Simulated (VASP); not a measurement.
Crystal: CsPtS.

```
Cs Pt S
1.0
     3.57057    0.00000    0.00000
     0.00000    3.57057    0.00000
     0.00000    0.00000    6.38607
Cs Pt S
1 1 1
Direct
  0.00000 0.00000 0.00000
  0.00000 0.00000 0.50000
  0.50000 0.50000 0.50000
```

The cell was built from a structure type or drawn by symmetry, and may not be a known phase.

```yaml
Program: VASP 6.6.1
Task: relaxation of cell and atoms
Functional: PBE
Potentials_or_basis: VASP PAW PBE potentials, release 64 (Cs_sv, Pt, S)
Cutoff: 600 eV
k_mesh: 6 × 6 × 4
Occupations: gaussian, width 0.1 eV
Spin: no spin polarisation
```

At the start: pressure 0.3 GPa; volume 27.14 Å³/atom.

How do energy, volume and symmetry change on relaxing?

Over 4 steps the energy falls by 2.1 meV/atom and the volume is 27.15 Å³/atom (+0.1 %); space group P4/mmm (No. 123, to 0.1 Å) before and after.

Step by step:
```csv
step,energy change (eV),largest force (eV/Å),pressure (GPa),volume (Å³)
1,0.0000,0.0000,0.28,81.42
2,-0.0056,0.0000,-0.26,81.97
3,-0.0056,0.0000,-0.29,82.00
4,-0.0062,0.0000,0.01,81.46
```

Final structure:
```cif
data_structure
_symmetry_space_group_name_H-M 'P 1'
_symmetry_Int_Tables_number 1
_cell_length_a 3.5948
_cell_length_b 3.5948
_cell_length_c 6.3036
_cell_angle_alpha 90.000
_cell_angle_beta 90.000
_cell_angle_gamma 90.000
_cell_volume 81.46
loop_
_atom_site_label
_atom_site_type_symbol
_atom_site_fract_x
_atom_site_fract_y
_atom_site_fract_z
_atom_site_occupancy
Cs1 Cs 0.00000 0.00000 0.00000 1
Pt1 Pt 0.00000 0.00000 0.50000 1
S1 S 0.50000 0.50000 0.50000 1
```
